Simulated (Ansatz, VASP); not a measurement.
# One calculation of Se, two programs

```
CELL_PARAMETERS angstrom
4.36620 0.00000 0.00000
-2.18310 3.78124 0.00000
0.00000 0.00000 4.90406
ATOMIC_POSITIONS crystal
Se 0.22540 0.00000 0.33333
Se 0.00000 0.22540 0.66667
Se 0.77460 0.77460 0.00000
```

Change from the starting cell: zz strain of -1 %.

Alike in both runs: task single point; functional PBE; k mesh 6 × 6 × 5; occupations fermi-dirac, width 0.03 eV; no spin polarisation.

|  | VASP | Ansatz |
| --- | --- | --- |
| version | VASP 6.6.1 | Ansatz 0.2.0 |
| potentials or method | VASP PAW PBE potentials, release 64 (Se), cutoff 520 eV | all-electron LAPW, scalar-relativistic |

|  | VASP | Ansatz | Ansatz less VASP |
| --- | --- | --- | --- |
| gap on the k mesh at the Fermi level (eV) | 1.29 | 1.30 | +0.007 |
| pressure (GPa) | 3.8 | 3.6 | -0.15 |
| traceless stress, the component that is largest in VASP (GPa) | 1.70 | 1.65 | -0.057 |
| rms of the force components (eV/Å) | 0.323 | 0.299 | -0.0240 |

Atom by atom the forces differ by 0.024 eV/Å (rms over components). Ansatz ran all-electron here, and VASP with PAW potentials.
